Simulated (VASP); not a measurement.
# Se (R-3m) in VASP: a series of runs

The runs below take Se through single point, with PBE.

All numbers are computed with VASP 6.6.1; they aren't measurements. Logs are shortened: lines on timing, memory, paths and dates and some standing lists are left out, and cuts for length are marked.

**1. The cell of the first run**

It takes space group R-3m (No. 166, trigonal). Conventional cell: a = 3.717 Å, b = 3.717 Å, c = 2.554 Å, α = 90.00°, β = 90.00°, γ = 120.00°. Se (site symmetry -3m) has 14 Se at 2.31 to 2.74 Å within 3.1 Å.

**2. Single point, PBE**

INCAR

```
ALGO = Normal
EDIFF = 1E-6
ENCUT = 500
GGA = PE
GGA_COMPAT = F
ISIF = 2
ISMEAR = 1
LASPH = T
LCHARG = T
LELF = T
LREAL = F
LVHAR = T
LWAVE = F
NBANDS = 9
NELM = 120
PREC = Accurate
SIGMA = 0.1
```

KPOINTS

```
k-points
0
Gamma
  11 11 11
```

POSCAR

```
Se
1.0
    1.8585670654      1.0730439366      0.8512401293
   -1.8585670654      1.0730439366      0.8512401293
    0.0000000000     -2.1460888386      0.8512401293
Se
1
Direct
    0.0000000000      0.0000000000      0.0000000000
```

Potentials or basis: VASP PAW PBE potentials, release 64 (Se).

The run is started by

```
> cat potpaw_PBE.64/Se/POTCAR > POTCAR
> mpirun -np 1 vasp_std > vasp.out
```

OUTCAR:

```text
EDIFF = 1E-6
   ENCUT = 500
   GGA = PE
   ISIF = 2
   ISMEAR = 1
   LASPH = T
   LREAL = F
   NELM = 120
   PREC = Accurate

 ion  position               nearest neighbor table
   1  0.000  0.000  0.000-

  LATTYP: Found a trigonal (rhomboedric) cell.
 ALAT       =     2.3087457766
 COS(alpha) =    -0.2960876750

  Lattice vectors:

 A1 = (   1.8585670654,   1.0730439366,   0.8512401293)
 A2 = (  -1.8585670654,   1.0730439366,   0.8512401293)
 A3 = (   0.0000000000,  -2.1460888386,   0.8512401293)

Analysis of symmetry for initial positions (statically):
=====================================================================
 Subroutine PRICEL returns:
 Original cell was already a primitive cell.

 Routine SETGRP: Setting up the symmetry group for a
 trigonal (rhombohedral) supercell.

 Subroutine GETGRP returns: Found 12 space group operations
 (whereof 12 operations were pure point group operations)
 out of a pool of 12 trial point group operations.

The static configuration has the point symmetry D_3d.

Analysis of symmetry for dynamics (positions and initial velocities):
=====================================================================
 Subroutine PRICEL returns:
 Original cell was already a primitive cell.

 Routine SETGRP: Setting up the symmetry group for a
 trigonal (rhombohedral) supercell.

 Subroutine GETGRP returns: Found 12 space group operations
 (whereof 12 operations were pure point group operations)
 out of a pool of 12 trial point group operations.

The dynamic configuration has the point symmetry D_3d.

 Subroutine INISYM returns: Found 12 space group operations
 (whereof 12 operations are pure point group operations),
 and found     1 'primitive' translations

----------------------------------------------------------------------------------------

                                     Primitive cell

  volume of cell :      10.1859

  direct lattice vectors                    reciprocal lattice vectors
     1.858567065  1.073043937  0.851240129     0.269024459  0.155321335  0.391585608
    -1.858567065  1.073043937  0.851240129    -0.269024459  0.155321335  0.391585608
     0.000000000 -2.146088839  0.851240129     0.000000000 -0.310642670  0.391585432

  length of vectors
     2.308745240  2.308745240  2.308745777     0.499838139  0.499838139  0.499837992

  position of ions in fractional coordinates (direct lattice)
     0.000000000  0.000000000  0.000000000

  ion indices of the primitive-cell ions
   primitive index   ion index
                 1           1

----------------------------------------------------------------------------------------

 KPOINTS: k-points

Automatic generation of k-mesh.
 Grid dimensions read from file:
 generate k-points for:   11   11   11

 Generating k-lattice:

  Cartesian coordinates                     Fractional coordinates (reciprocal lattice)
     0.024456769  0.014120121  0.035598692     0.090909091  0.000000000 -0.000000000
    -0.024456769  0.014120121  0.035598692     0.000000000  0.090909091 -0.000000000
     0.000000000 -0.028240243  0.035598676    -0.000000000 -0.000000000  0.090909091

  Length of vectors
     0.045439831  0.045439831  0.045439817

  Shift w.r.t. Gamma in fractional coordinates (k-lattice)
     0.000000000  0.000000000  0.000000000

 Subroutine IBZKPT returns following result:
 ===========================================

 Found    146 irreducible k-points:

 Following reciprocal coordinates:
            Coordinates               Weight
  0.000000  0.000000  0.000000      1.000000
  0.090909  0.000000  0.000000      6.000000
  0.181818  0.000000  0.000000      6.000000
  0.272727  0.000000  0.000000      6.000000
  0.363636 -0.000000  0.000000      6.000000
  0.454545  0.000000  0.000000      6.000000
[... 16 lines left out ...]
 -0.272727  0.181818 -0.000000     12.000000
 -0.181818  0.181818  0.000000      6.000000
 [... further k-points ...]
   k-points           NKPTS =    146   k-points in BZ     NKDIM =    146   number of bands    NBANDS=      9
   number of dos      NEDOS =    301   number of ions     NIONS =      1
   total plane-waves  NPLWV =   5832
   dimension x,y,z NGX =    18 NGY =   18 NGZ =   18
   dimension x,y,z NGXF=    36 NGYF=   36 NGZF=   36
   ions per type =               1
   NGX,Y,Z   is equivalent  to a cutoff of  12.96, 12.96, 12.96 a.u.
   NGXF,Y,Z  is equivalent  to a cutoff of  25.92, 25.92, 25.92 a.u.
 SYSTEM =  unknown system
   PREC   = accura    normal or accurate (medium, high low for compatibility)
   ISTART =      0    job   : 0-new  1-cont  2-samecut
   ICHARG =      2    charge: 1-file 2-atom 10-const
   ISPIN  =      1    spin polarized calculation?
   LNONCOLLINEAR =      F non collinear calculations
   LSORBIT =      F    spin-orbit coupling
   LASPH  =      T    aspherical Exc in radial PAW
   ENCUT  =  500.0 eV  36.75 Ry    6.06 a.u.   4.21  4.21  4.21*2*pi/ulx,y,z
   NELM   =    120;   NELMIN=  2; NELMDL= -5     # of ELM steps
   EDIFF  = 0.1E-05   stopping-criterion for ELM
   LREAL  =      F    real-space projection
   EDIFFG = 0.1E-04   stopping-criterion for IOM
   NSW    =      0    number of steps for IOM
   IBRION =     -1    ionic relax: 0-MD 1-quasi-New 2-CG
   NFREE  =      0    steps in history (QN), initial steepest desc. (CG)
   ISIF   =      2    stress and relaxation
   ISYM   =      2    0-nonsym 1-usesym 2-fastsym
   POTIM  = 0.5000    time-step for ionic-motion
   TEBEG  =    0.0;   TEEND  =   0.0 temperature during run
   PSTRESS=    0.0 pullay stress
   NELECT =       6.0000    total number of electrons
   NUPDOWN=      -1.0000    fix difference up-down
   EMIN   =  10.00;   EMAX   =-10.00  energy-range for DOS
   EFERMI =   0.00;   METHOD = LEGACY
   ISMEAR =     1;   SIGMA  =   0.10  broadening in eV -4-tet -1-fermi 0-gaus
   EFERMI_NEDOS =   21; number of points for ismear=-14 and -15
   IALGO  =     38    algorithm
   IMIX   =      4    mixing-type and parameters
     AMIX     =   0.40;   BMIX     =  1.00
     AMIX_MAG =   1.60;   BMIX_MAG =  1.00
  volume/ion in A,a.u.               =      10.19        68.74
  Fermi-wavevector in a.u.,A,eV,Ry     =   1.372331  2.593329 25.623745  1.883292
  Thomas-Fermi vector in A             =   2.497948
   LORBIT       =      0    0 simple, 1 ext, 2 COOP (PROOUT), +10 PAW based schemes
   GGA     = PE    functional components
   LHFCALC =     F    Hartree Fock is set to
   AEXX    =    0.0000 exact exchange contribution
   IVDW    =     0    specifies the selected vdW correction
   LEPSILON=     F    determine dielectric tensor
   LRPA    =     F    only Hartree local field effects (RPA)
 non-spin polarized calculation
 Methfessel and Paxton  Order N= 1 SIGMA  =   0.10
  energy-cutoff  :      500.00
  volume of cell :       10.19
 maximum number of plane-waves:       268
 NGX is ok and might be reduce to    18
   NGX =  9   NGY =  9   NGZ =  9

 number of electron       6.0000000 magnetization

 Free energy of the ion-electron system (eV)
  ---------------------------------------------------
  ext. energy  EPLUGINS =         0.00000000
  ---------------------------------------------------
  free energy    TOTEN  =         1.12227935 eV

  energy without entropy =        1.12223691  energy(sigma->0) =        1.12226520

 E-fermi :  17.0442     XC(G=0): -13.9902

 val. band max:       17.0405771186   @ k =  -0.3636  -0.3636   0.2727
 cond. band min:      17.0864487341   @ k =  -0.2727   0.2727   0.0909
 fundamental gap:      0.0458716155
 Fermi energy:        17.0441607746

 k-point     1 :       0.0000    0.0000    0.0000
  band No.  band energies     occupation
      1      -8.4415      2.00000
      2      23.5525      0.00000
      3      26.0060      0.00000
      4      26.0060      0.00000
      5      29.7324      0.00000
      6      29.7324      0.00000
      7      32.4658      0.00000
      8      35.8982      0.00000
      9      35.8982      0.00000

 k-point     2 :       0.0909    0.0000    0.0000
  band No.  band energies     occupation
      1      -8.1317      2.00000
      2      21.3307      0.00000
      3      23.8824      0.00000
      4      25.3412      0.00000
      5      29.5927      0.00000
      6      31.3710      0.00000
      7      33.0094      0.00000
      8      35.1148      0.00000
      9      35.5423      0.00000

 k-point     3 :       0.1818    0.0000    0.0000
  band No.  band energies     occupation
      1      -7.2030      2.00000
      2      16.4197      2.00000
      3      22.1483      0.00000
      4      24.1346      0.00000
      5      28.3651      0.00000
      6      29.9600      0.00000
      7      35.3902      0.00000
      8      36.2089      0.00000
      9      37.1957      0.00000

 k-point     4 :       0.2727    0.0000    0.0000
  band No.  band energies     occupation
      1      -5.6597      2.00000
      2      11.4938      2.00000
      3      20.6939      0.00000
      4      23.0818      0.00000
      5      26.7196      0.00000
      6      28.4459      0.00000
      7      36.8611      0.00000
      8      38.9531      0.00000
      9      40.1724      0.00000

 k-point     5 :       0.3636   -0.0000    0.0000
  band No.  band energies     occupation
      1      -3.5238      2.00000
      2       7.0152      2.00000
      3      19.6439      0.00000
      4      22.3749      0.00000
      5      25.4173      0.00000
      6      27.3919      0.00000
      7      38.9546      0.00000
      8      40.9968      0.00000
      9      44.3611      0.00000

 k-point     6 :       0.4545    0.0000    0.0000
  band No.  band energies     occupation
      1      -0.9624      2.00000
      2       3.2630      2.00000
      3      19.0973      0.00000
      4      22.0361      0.00000
      5      24.7129      0.00000
      6      26.8608      0.00000
      7      41.4408      0.00000
      8      43.2677      0.00000
      9      44.9467      0.00000
[... 169 lines left out ...]
 k-point    21 :      -0.4545    0.1818    0.0000
  band No.  band energies     occupation
      1      -2.0914      2.00000
      2       7.1671      2.00000
      3      14.0109      2.00000
      4      20.9397      0.00000
      5      27.9593      0.00000
      6      32.4232      0.00000
      7      35.9655      0.00000
      8      37.3294      0.00000
      9      43.2482      0.00000

 k-point    22 :      -0.3636    0.1818   -0.0000
  band No.  band energies     occupation
      1      -4.3173      2.00000
      2      11.3396      2.00000
      3      15.7384      2.00000
      4      22.2239      0.00000
      5      28.0878      0.00000
      6      30.5261      0.00000
      7      33.4409      0.00000
      8      36.1046      0.00000
      9      40.2906      0.00000

 k-point    23 :      -0.2727    0.1818   -0.0000
  band No.  band energies     occupation
      1      -5.9626      2.00000
      2      15.6933      2.00000
      3      18.0586     -0.00000
      4      23.6971      0.00000
      5      26.8917      0.00000
      6      29.6547      0.00000
      7      32.0486      0.00000
      8      34.9564      0.00000
      9      37.9399      0.00000

 k-point    24 :      -0.1818    0.1818    0.0000
  band No.  band energies     occupation
      1      -6.9952      2.00000
      2      19.4574      0.00000
      3      19.9564      0.00000
      4      24.7104      0.00000
      5      26.0425      0.00000
      6      30.2388      0.00000
      7      32.4053      0.00000
      8      32.9374      0.00000
      9      36.6028      0.00000

 [... further k-points ...]
[... 5 lines left out ...]
  --------------------------------------------------------------------------------------
  -------------------------------------------------------------------------------------
  Total       15.5202931     15.5202950     14.3473245      0.0000000     -0.0000054      0.0000000
  in kB     2441.2445709   2441.2448570   2256.7439840      0.0000000     -0.0008531      0.0000000
  external PRESSURE =    2379.7444706 kB  Pullay stress =       0.0000000 kB

 VOLUME and BASIS-vectors are now :
 -----------------------------------------------------------------------------
  energy-cutoff  :      500.00
  volume of cell :       10.19
      direct lattice vectors                 reciprocal lattice vectors
     1.858567065  1.073043937  0.851240129     0.269024459  0.155321335  0.391585608
    -1.858567065  1.073043937  0.851240129    -0.269024459  0.155321335  0.391585608
     0.000000000 -2.146088839  0.851240129     0.000000000 -0.310642670  0.391585432

 POSITION                                       TOTAL-FORCE (eV/Angst)
 -----------------------------------------------------------------------------------
      0.00000      0.00000      0.00000         0.000000      0.000000      0.000000
 -----------------------------------------------------------------------------------
    total drift:                                0.000000     -0.000000     -0.000000

  FREE ENERGIE OF THE ION-ELECTRON SYSTEM (eV)
  ---------------------------------------------------
  free  energy   TOTEN  =         1.1222793478 eV

  energy  without entropy=        1.1222369083  energy(sigma->0) =        1.12226520
```

Wall time 14 s (1 thread of Intel Xeon 8259CL, shared host); peak memory 0.1 GiB.

Results:

* Free energy: 1.1223 eV
* Pressure: 238.0 GPa
* Band gap on the k mesh: zero (bands 3 and 4 overlap by 16.95 eV)

Caveat: the stress differs along the axes, from 226 to 244 GPa.

**3. Single point, PBE**

This run uses another cell than the first one, of 10.47 Å³/atom.

INCAR

```
SYSTEM = Se
PREC = Accurate ; ENCUT = 500
EDIFF = 1E-6 ; ISMEAR = 1
SIGMA = 0.1 ; LREAL = .False.
LASPH = .True. ; NELM = 120
ALGO = Normal ; ISIF = 2
LWAVE = .False. ; LCHARG = .True.
GGA = PE ; LELF = .True.
LVHAR = .True. ; NBANDS = 9
GGA_COMPAT = .False.
```

KPOINTS

```
Automatic mesh
0
Gamma
  11 11 11
  0 0 0
```

POSCAR

```
Se
1.0
    1.8756190919      1.0828889263      0.8590501080
   -1.8756190919      1.0828889263      0.8590501080
    0.0000000000     -2.1657788269      0.8590501080
Se
1
Direct
    0.0000000000      0.0000000000      0.0000000000
```

Potentials or basis: VASP PAW PBE potentials, release 64 (Se).

The run is started by

```
> cat potpaw_PBE.64/Se/POTCAR > POTCAR
> mpirun -np 1 vasp_std > vasp.out
```

OUTCAR:

```text
SYSTEM = Se
   PREC = Accurate
   ENCUT = 500
   EDIFF = 1E-6
   ISMEAR = 1
   LREAL = .False.
   LASPH = .True.
   NELM = 120
   ISIF = 2
   GGA = PE

 ion  position               nearest neighbor table
   1  0.000  0.000  0.000-

  LATTYP: Found a trigonal (rhomboedric) cell.
 ALAT       =     2.3299281137
 COS(alpha) =    -0.2960876750

  Lattice vectors:

 A1 = (   1.8756190919,   1.0828889263,   0.8590501080)
 A2 = (  -1.8756190919,   1.0828889263,   0.8590501080)
 A3 = (   0.0000000000,  -2.1657788269,   0.8590501080)

Analysis of symmetry for initial positions (statically):
=====================================================================
 Subroutine PRICEL returns:
 Original cell was already a primitive cell.

 Routine SETGRP: Setting up the symmetry group for a
 trigonal (rhombohedral) supercell.

 Subroutine GETGRP returns: Found 12 space group operations
 (whereof 12 operations were pure point group operations)
 out of a pool of 12 trial point group operations.

The static configuration has the point symmetry D_3d.

Analysis of symmetry for dynamics (positions and initial velocities):
[... 156 lines left out ...]
  energy without entropy =        0.72051377  energy(sigma->0) =        0.72052338

 E-fermi :  16.4577     XC(G=0): -13.8450

 val. band max:       16.4277589560   @ k =  -0.4545  -0.4545   0.2727
 cond. band min:      16.4689429659   @ k =  -0.2727   0.1818   0.1818
 fundamental gap:      0.0411840099
 Fermi energy:        16.4577411104

 k-point     1 :       0.0000    0.0000    0.0000
  band No.  band energies     occupation
      1      -8.5295      2.00000
      2      22.7057      0.00000
      3      25.1163      0.00000
      4      25.1163      0.00000
      5      29.0734      0.00000
      6      29.0734      0.00000
      7      31.7354      0.00000
      8      35.2249      0.00000
      9      35.2249      0.00000
[... 265 lines left out ...]
 k-point    24 :      -0.1818    0.1818    0.0000
  band No.  band energies     occupation
      1      -7.1130      2.00000
      2      18.7515      0.00000
      3      19.2754      0.00000
      4      23.8572      0.00000
      5      25.4934      0.00000
      6      29.5315      0.00000
      7      31.7694      0.00000
      8      32.2145      0.00000
      9      35.7530      0.00000

 [... further k-points ...]
[... 5 lines left out ...]
  --------------------------------------------------------------------------------------
  -------------------------------------------------------------------------------------
  Total       14.5690743     14.5690760     13.4362989      0.0000000     -0.0000051      0.0000000
  in kB     2229.6880419   2229.6883033   2056.3252307      0.0000000     -0.0007774      0.0000000
  external PRESSURE =    2171.9005253 kB  Pullay stress =       0.0000000 kB

 VOLUME and BASIS-vectors are now :
 -----------------------------------------------------------------------------
  energy-cutoff  :      500.00
  volume of cell :       10.47
      direct lattice vectors                 reciprocal lattice vectors
     1.875619092  1.082888926  0.859050108     0.266578647  0.153909245  0.388025541
    -1.875619092  1.082888926  0.859050108    -0.266578647  0.153909245  0.388025541
     0.000000000 -2.165778827  0.859050108     0.000000000 -0.307818489  0.388025367

 POSITION                                       TOTAL-FORCE (eV/Angst)
 -----------------------------------------------------------------------------------
      0.00000      0.00000      0.00000         0.000000      0.000000     -0.000000
 -----------------------------------------------------------------------------------
    total drift:                                0.000000     -0.000000     -0.000000

  FREE ENERGIE OF THE ION-ELECTRON SYSTEM (eV)
  ---------------------------------------------------
  free  energy   TOTEN  =         0.7205281931 eV

  energy  without entropy=        0.7205137665  energy(sigma->0) =        0.72052338
```

OSZICAR:

```text
N       E                     dE             d eps       ncg     rms          rms(c)
DAV:   1     0.114532343738E+02    0.11453E+02   -0.34105E+03  2725   0.596E+02
DAV:   2     0.811393449621E+00   -0.10642E+02   -0.10214E+02  3761   0.822E+01
DAV:   3     0.681055183043E+00   -0.13034E+00   -0.13021E+00  3104   0.771E+00
DAV:   4     0.680951856851E+00   -0.10333E-03   -0.10332E-03  3605   0.210E-01
DAV:   5     0.680951843347E+00   -0.13504E-07   -0.14176E-07  3074   0.226E-03    0.126E+01
DAV:   6     0.707017858629E+00    0.26066E-01   -0.35387E-03  3338   0.413E-01    0.760E+00
DAV:   7     0.720450491305E+00    0.13433E-01   -0.62316E-03  3388   0.589E-01    0.986E-02
DAV:   8     0.720525717024E+00    0.75226E-04   -0.11219E-04  2967   0.683E-02    0.213E-02
DAV:   9     0.720527818572E+00    0.21015E-05   -0.64742E-06  3552   0.162E-02    0.448E-03
DAV:  10     0.720528193079E+00    0.37451E-06   -0.88797E-08  1685   0.282E-03
   1 F= 0.72052819E+00 E0= 0.72052338E+00  d E =0.144266E-04
```

stdout:

```text
POSCAR found type information on POSCAR Se
 POSCAR found :  1 types and       1 ions
 scaLAPACK will be used
 LDA part: xc-table for (Slater+PW92), standard interpolation
 POSCAR, INCAR and KPOINTS ok, starting setup
 FFT: planning ... GRIDC
 FFT: planning ... GRID_SOFT
 FFT: planning ... GRID
 WAVECAR not read
 entering main loop
```

Wall time 14 s (1 thread of Intel Xeon 8259CL, shared host); peak memory 0.1 GiB.

What came out:

- Free energy: 0.7205 eV
- Pressure: 217.2 GPa
- Band gap on the k mesh: zero (bands 3 and 4 overlap by 16.39 eV)

Caveat: the stress differs along the axes, from 206 to 223 GPa.

(Part 1 of 2 ends here.)

The gap in the log of VASP goes by the Fermi energy; the results here count the filled bands.